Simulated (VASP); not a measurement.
# Cu (Cmce) in VASP: notebook, part 2 of 2

VASP 6.6.1. The steps go on from the part before.

## (3) Single point, PBEsol

Contents of INCAR:

```
PREC = Accurate
ENCUT = 520
EDIFF = 1E-6
ISMEAR = 0
SIGMA = 0.1
LREAL = F
LASPH = T
NELM = 100
ALGO = Normal
ISIF = 2
LWAVE = F
LCHARG = T
GGA = PS
LELF = T
LVHAR = T
NBANDS = 30
```

Contents of KPOINTS:

```
regular mesh
0
Gamma
  6 6 6
```

Contents of POSCAR:

```
Cu
1.0
    1.4180567933     -4.4983674713      0.0000000000
    1.4180567933      4.4983674713      0.0000000000
    0.0000000000      0.0000000000      3.7529237189
Cu
4
Direct
    0.0980000000      0.9020000000      0.9100000000
    0.5980000000      0.4020000000      0.5900000000
    0.9020000000      0.0980000000      0.0900000000
    0.4020000000      0.5980000000      0.4100000000
```

Potentials or basis: VASP PAW PBE potentials, release 64 (Cu).

The run is started by

```bash
> cat potpaw_PBE.64/Cu/POTCAR > POTCAR
> mpirun -np 1 vasp_std > vasp.out
```

OUTCAR:

```text
PREC = Accurate
   ENCUT = 520
   EDIFF = 1E-6
   ISMEAR = 0
   LREAL = F
   LASPH = T
   NELM = 100
   ISIF = 2
   GGA = PS

 ion  position               nearest neighbor table
   1  0.098  0.902  0.910-   2 1.86   2 1.86   3 1.89
   2  0.598  0.402  0.590-   1 1.86   1 1.86   4 1.89
   3  0.902  0.098  0.090-   4 1.86   4 1.86   1 1.89
   4  0.402  0.598  0.410-   3 1.86   3 1.86   2 1.89

  LATTYP: Found a base centered orthorhombic cell.
 ALAT       =     2.8361135866
 B/A-ratio  =     3.1722054381
 C/A-ratio  =     1.3232628399

  Lattice vectors:

 A1 = (   1.4180567933,  -4.4983674713,   0.0000000000)
 A2 = (   1.4180567933,   4.4983674713,   0.0000000000)
 A3 = (   0.0000000000,   0.0000000000,   3.7529237189)

Analysis of symmetry for initial positions (statically):
=====================================================================
 Subroutine PRICEL returns:
 Original cell was already a primitive cell.

 Routine SETGRP: Setting up the symmetry group for a
 base centered orthorhombic supercell.

 Subroutine GETGRP returns: Found  8 space group operations
 (whereof  4 operations were pure point group operations)
 out of a pool of  8 trial point group operations.

The static configuration has the point symmetry C_2h.
 The point group associated with its full space group is D_2h.

Analysis of symmetry for dynamics (positions and initial velocities):
=====================================================================
 Subroutine PRICEL returns:
 Original cell was already a primitive cell.

 Routine SETGRP: Setting up the symmetry group for a
 base centered orthorhombic supercell.

 Subroutine GETGRP returns: Found  8 space group operations
 (whereof  4 operations were pure point group operations)
[... 116 lines left out ...]
   TEBEG  =    0.0;   TEEND  =   0.0 temperature during run
   PSTRESS=    0.0 pullay stress
   NELECT =      44.0000    total number of electrons
   NUPDOWN=      -1.0000    fix difference up-down
   EMIN   =  10.00;   EMAX   =-10.00  energy-range for DOS
   EFERMI =   0.00;   METHOD = LEGACY
   ISMEAR =     0;   SIGMA  =   0.10  broadening in eV -4-tet -1-fermi 0-gaus
   EFERMI_NEDOS =   21; number of points for ismear=-14 and -15
   IALGO  =     38    algorithm
   IMIX   =      4    mixing-type and parameters
     AMIX     =   0.40;   BMIX     =  1.00
     AMIX_MAG =   1.60;   BMIX_MAG =  1.00
  volume/ion in A,a.u.               =      11.97        80.78
  Fermi-wavevector in a.u.,A,eV,Ry     =   1.591633  3.007750 34.467583  2.533296
  Thomas-Fermi vector in A             =   2.690143
   LORBIT       =      0    0 simple, 1 ext, 2 COOP (PROOUT), +10 PAW based schemes
   GGA     = PS    functional components
   LHFCALC =     F    Hartree Fock is set to
   AEXX    =    0.0000 exact exchange contribution
   IVDW    =     0    specifies the selected vdW correction
   LEPSILON=     F    determine dielectric tensor
   LRPA    =     F    only Hartree local field effects (RPA)
 non-spin polarized calculation
 Gauss-broadening in eV      SIGMA  =   0.10
  energy-cutoff  :      520.00
  volume of cell :       47.88
 maximum number of plane-waves:      1310
   NGX = 17   NGY = 17   NGZ = 13

 number of electron      44.0000022 magnetization

 Free energy of the ion-electron system (eV)
  ---------------------------------------------------
  ext. energy  EPLUGINS =         0.00000000
  ---------------------------------------------------
  free energy    TOTEN  =        -6.58990813 eV

  energy without entropy =       -6.58165876  energy(sigma->0) =       -6.58578345

 E-fermi :   7.1491     XC(G=0): -12.5092

 val. band max:        7.1312159798   @ k =   0.5000   0.1667   0.3333
 cond. band min:       7.1879401803   @ k =  -0.3333   0.3333   0.5000
 fundamental gap:      0.0567242005
 Fermi energy:         7.1490790121

 k-point     1 :       0.0000    0.0000    0.0000
  band No.  band energies     occupation
      1      -2.0493      2.00000
      2       0.9527      2.00000
      3       1.2597      2.00000
      4       1.7988      2.00000
      5       1.8322      2.00000
      6       1.8634      2.00000
[... 781 lines left out ...]
     29      19.6766      0.00000
     30      20.6842      0.00000

 [... further k-points ...]
[... 5 lines left out ...]
  --------------------------------------------------------------------------------------
  -------------------------------------------------------------------------------------
  Total       35.1011907     20.5388339     27.8262459      0.0000000     -0.0000000      0.0000000
  in kB     1174.5841711    687.2869193    931.1441374      0.0000000     -0.0000000      0.0000000
  external PRESSURE =     931.0050759 kB  Pullay stress =       0.0000000 kB

 VOLUME and BASIS-vectors are now :
 -----------------------------------------------------------------------------
  energy-cutoff  :      520.00
  volume of cell :       47.88
      direct lattice vectors                 reciprocal lattice vectors
     1.418056793 -4.498367471  0.000000000     0.352595187 -0.111151435  0.000000000
     1.418056793  4.498367471  0.000000000     0.352595187  0.111151435  0.000000000
     0.000000000  0.000000000  3.752923719     0.000000000  0.000000000  0.266458920

 POSITION                                       TOTAL-FORCE (eV/Angst)
 -----------------------------------------------------------------------------------
      1.41806      3.61669      3.41516         0.000000     -7.419467      9.073626
      1.41806     -0.88168      2.21422         0.000000     -7.419467     -9.073626
      1.41806     -3.61669      0.33776         0.000000      7.419467     -9.073626
      1.41806      0.88168      1.53870         0.000000      7.419467      9.073626
 -----------------------------------------------------------------------------------
    total drift:                               -0.000000     -0.000000      0.000000

  FREE ENERGIE OF THE ION-ELECTRON SYSTEM (eV)
  ---------------------------------------------------
  free  energy   TOTEN  =        -6.5899081334 eV

  energy  without entropy=       -6.5816587634  energy(sigma->0) =       -6.58578345
```

OSZICAR:

```text
N       E                     dE             d eps       ncg     rms          rms(c)
DAV:   1     0.350123816055E+03    0.35012E+03   -0.20020E+04  3280   0.265E+03
DAV:   2     0.236772827802E+02   -0.32645E+03   -0.31398E+03  3120   0.396E+02
DAV:   3    -0.829021797505E+01   -0.31968E+02   -0.30796E+02  3438   0.175E+02
DAV:   4    -0.918614327716E+01   -0.89593E+00   -0.89456E+00  3414   0.380E+01
DAV:   5    -0.920775555060E+01   -0.21612E-01   -0.21611E-01  3958   0.595E+00    0.134E+01
DAV:   6    -0.736464603393E+01    0.18431E+01   -0.17249E+01  3600   0.864E+01    0.401E+00
DAV:   7    -0.668672329554E+01    0.67792E+00   -0.33251E+00  3744   0.370E+01    0.189E+00
DAV:   8    -0.660480734526E+01    0.81916E-01   -0.14609E-01  4092   0.337E+00    0.824E-01
DAV:   9    -0.659258701004E+01    0.12220E-01   -0.21206E-02  4874   0.226E+00    0.245E-01
DAV:  10    -0.659000072218E+01    0.25863E-02   -0.21947E-03  3482   0.610E-01    0.804E-02
DAV:  11    -0.658990957104E+01    0.91151E-04   -0.33530E-04  4124   0.326E-01    0.150E-02
DAV:  12    -0.658991171510E+01   -0.21441E-05   -0.45695E-05  4318   0.578E-02    0.995E-03
DAV:  13    -0.658990933352E+01    0.23816E-05   -0.48634E-06  3358   0.345E-02    0.283E-03
DAV:  14    -0.658990801063E+01    0.13229E-05   -0.38595E-07  1890   0.819E-03    0.418E-04
DAV:  15    -0.658990813344E+01   -0.12281E-06   -0.16381E-07  1818   0.507E-03
   1 F= -.65899081E+01 E0= -.65857834E+01  d E =-.824937E-02
```

stdout:

```text
POSCAR found type information on POSCAR Cu
 POSCAR found :  1 types and       4 ions
 scaLAPACK will be used
 -----------------------------------------------------------------------------
|                                                                             |
|                                                                             |
|     You enforced a specific xc type in the INCAR file but a different       |
|     I HOPE YOU KNOW WHAT YOU ARE DOING!                                     |
|                                                                             |
 -----------------------------------------------------------------------------

 LDA part: xc-table for (Slater+PW92), standard interpolation
 POSCAR, INCAR and KPOINTS ok, starting setup
 FFT: planning ... GRIDC
 FFT: planning ... GRID_SOFT
 FFT: planning ... GRID
 WAVECAR not read
 entering main loop
```

It took 33 s on 1 thread of Intel Xeon 6975P-C (Granite Rapids), shared host; peak memory 0.2 GiB.

Results:

```
Free energy            : -6.5899 eV
Pressure               : 93.1 GPa
Largest force          : 11.721 eV/Å
Band gap on the k mesh : zero (band 22 reaches 9.67 eV, above the bottom of band 23 at 6.67 eV)
```

Forces on the atoms (eV/Å):
```
Cu   0.000 -7.419  9.074
Cu   0.000 -7.419 -9.074
Cu   0.000  7.419 -9.074
Cu   0.000  7.419  9.074
```

Stress tensor (GPa, compression positive):
```
117.46   0.00   0.00
  0.00  68.73   0.00
  0.00   0.00  93.11
```

Levels at points of the mesh, in eV from the Fermi level:
```
           k point  band 19  band 20  band 21  band 22  band 23  band 24  band 25  band 26
(0.00, 0.00, 0.00)    -1.02    -0.79    -0.74    -0.53     1.44     3.49     4.95    10.26
(0.50, 0.00, 0.00)    -1.15    -1.15    -0.81    -0.81     2.39     2.39     7.14     7.14
(0.50, 0.50, 0.00)    -1.21    -0.79    -0.75    -0.53     4.40     5.84     6.06     6.59
(0.00, 0.00, 0.50)    -1.09    -1.09    -1.04    -1.04     2.63     2.63     4.70     4.70
(0.50, 0.00, 0.50)    -1.16    -1.16    -0.52    -0.52     2.41     2.41     4.11     4.11
(0.50, 0.50, 0.50)    -1.15    -1.15    -1.07    -1.07    -0.48    -0.48    11.17    11.17
```

Caveat: the k points lie up to 0.39 Å⁻¹ apart; the PAW data sets were made with another functional, which shifts forces and pressure a little.
